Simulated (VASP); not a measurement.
Write the native input for VASP 6.6.1 that does the following.

```
Task                   : single point
Functional             : r2SCAN
Potentials or basis    : VASP PAW PBE potentials, release 64 (Zn)
Cutoff                 : 520 eV
k mesh                 : 12 × 12 × 10
Occupations            : gaussian, width 0.1 eV
Spin                   : no spin polarisation
Dipole correction      : no
Further INCAR settings : ALGO = Normal; EDIFF = 1e-06; NBANDS = 32
```

Zn:

```
Zn
1.0
     4.30497    0.00000    0.00000
    -2.15249    3.72821    0.00000
     0.00000    0.00000    4.68634
Zn
4
Direct
  0.00000 0.00000 0.25000
  0.00000 0.00000 0.75000
  0.33333 0.66667 0.75000
  0.66667 0.33333 0.25000
```

These files were run (other wordings do the same):

POSCAR

```
Zn
1.0
    4.3049717190      0.0000000000      0.0000000000
   -2.1524858595      3.7282148712      0.0000000000
    0.0000000000      0.0000000000      4.6863407594
Zn
4
Direct
    0.0000000000      0.0000000000      0.2500000000
    0.0000000000      0.0000000000      0.7500000000
    0.3333333333      0.6666666667      0.7500000000
    0.6666666667      0.3333333333      0.2500000000
```

INCAR.step1

```
SYSTEM = Zn
PREC = Accurate
ENCUT = 520
ISMEAR = 0
SIGMA = 0.1
LREAL = .FALSE.
LASPH = .TRUE.
NELM = 80
NBANDS = 32
GGA = PE
ALGO = Normal
EDIFF = 1E-4
LWAVE = .TRUE.
LCHARG = .FALSE.
```

INCAR.step2

```
SYSTEM = Zn
PREC = Accurate
ENCUT = 520
EDIFF = 1E-6
ISMEAR = 0
SIGMA = 0.1
LREAL = .FALSE.
LASPH = .TRUE.
NELM = 80
ALGO = Normal
ISIF = 2
LWAVE = .FALSE.
LCHARG = .FALSE.
METAGGA = R2SCAN
LMIXTAU = .TRUE.
NBANDS = 32
ISTART = 1
```

KPOINTS

```
Automatic mesh
0
G
  12 12 10
  0 0 0
```

Potentials or basis: VASP PAW PBE potentials, release 64 (Zn).

Launch:

```sh
$ cat potpaw_PBE.64/Zn/POTCAR > POTCAR
$ cp INCAR.step1 INCAR
$ mpirun -np 1 vasp_std > vasp.out
$ cp INCAR.step2 INCAR
$ mpirun -np 1 vasp_std > vasp.out
```

Results of the run:

```yaml
Pressure: 0.4 GPa
Band_gap_on_the_k_mesh: zero (bands 24 and 25 overlap by 4.92 eV)
```

Caveat: the PAW data sets were made with another functional, which shifts forces and pressure a little.

Wall time 6.9 min on 1 thread of Intel(R) Xeon(R) Platinum 8488C (Sapphire Rapids), with other jobs on the host, peak memory 0.33 GiB.
